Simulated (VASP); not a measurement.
Si, 2 atoms in the cell. Symmetry: Fd-3m, No. 227, cubic system. The conventional cell has a = 5.470 Å, b = 5.470 Å, c = 5.470 Å, α = 90.00°, β = 90.00°, γ = 90.00°. Within 3.1 Å of Si (site symmetry -43m) lie 4 Si at 2.37 Å. 

| Quantity | Value |
| --- | --- |
| Program | VASP 6.6.1 |
| Task | single point |
| Functional | PBE |
| Potentials or basis | VASP PAW PBE potentials, release 64 (Si) |
| Cutoff | 520 eV |
| k mesh | 12 × 12 × 12 |
| Occupations | gaussian, width 0.02 eV |
| Spin | no spin polarisation |
| Dipole correction | no |
| Further INCAR settings | ALGO = Normal; EDIFF = 1e-06; NBANDS = 11 |

Potentials or basis: VASP PAW PBE potentials, release 64 (Si).

Command:

```console
$ cat potpaw_PBE.64/Si/POTCAR > POTCAR
$ mpirun -np 1 vasp_std > vasp.out
```

Hardware: 1 thread of Intel Xeon 8259CL, on a shared host.

Estimate the wall time of this run.

Run time: 47 s on 1 thread of Intel Xeon 8259CL, with other jobs on the host, peak memory 0.17 GiB. Counts: scf iterations 11, k points 72.
